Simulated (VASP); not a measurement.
TaH5: single point with PBE

Crystal: TaH5.

```
CELL_PARAMETERS angstrom
0.00000 3.03121 3.03121
3.03121 0.00000 3.03121
3.03121 3.03121 0.00000
ATOMIC_POSITIONS crystal
Ta 0.00000 0.00000 0.00000
H 0.75000 0.75000 0.75000
H 0.37500 0.37500 0.87500
H 0.37500 0.87500 0.37500
H 0.87500 0.37500 0.37500
H 0.37500 0.37500 0.37500
```

The cell was built from a structure type or drawn by symmetry, and may not be a known phase.

```json
{
  "Program": "VASP 6.6.1",
  "Task": "single point",
  "Functional": "PBE",
  "Potentials or basis": "VASP PAW PBE potentials, release 64 (Ta_pv, H)",
  "Cutoff": "520 eV",
  "k mesh": "6 × 6 × 6",
  "Occupations": "gaussian, width 0.1 eV",
  "Spin": "no spin polarisation",
  "Dipole correction": "no",
  "Further INCAR settings": "ALGO = Normal; EDIFF = 1e-06; NBANDS = 17"
}
```

| Quantity | Value |
| --- | --- |
| Pressure | -33.9 GPa |
| Band gap on the k mesh | zero (bands 8 and 9 overlap by 0.12 eV) |

Levels at points of the mesh, in eV from the Fermi level:
```
           k point  band 4  band 5  band 6  band 7  band 8  band 9  band 10  band 11  band 12  band 13
(0.00, 0.00, 0.00)   -8.71   -1.51   -1.51   -1.51   -0.37    0.07     0.07     2.19     2.19     2.19
(0.50, 0.00, 0.00)   -6.07   -5.52   -1.99   -1.99   -0.36    0.61     0.61     1.12     3.17     3.17
(0.50, 0.50, 0.00)   -5.31   -4.97   -3.67   -0.72   -0.72    0.59     0.67     0.85     0.85     3.69
```

Run time: 23 s on 1 thread of Intel Xeon 8259CL, on a shared host, peak memory 0.18 GiB.

Caveat: the cell stands under tension; spin-orbit coupling is left out, which moves the levels of the heavy elements.
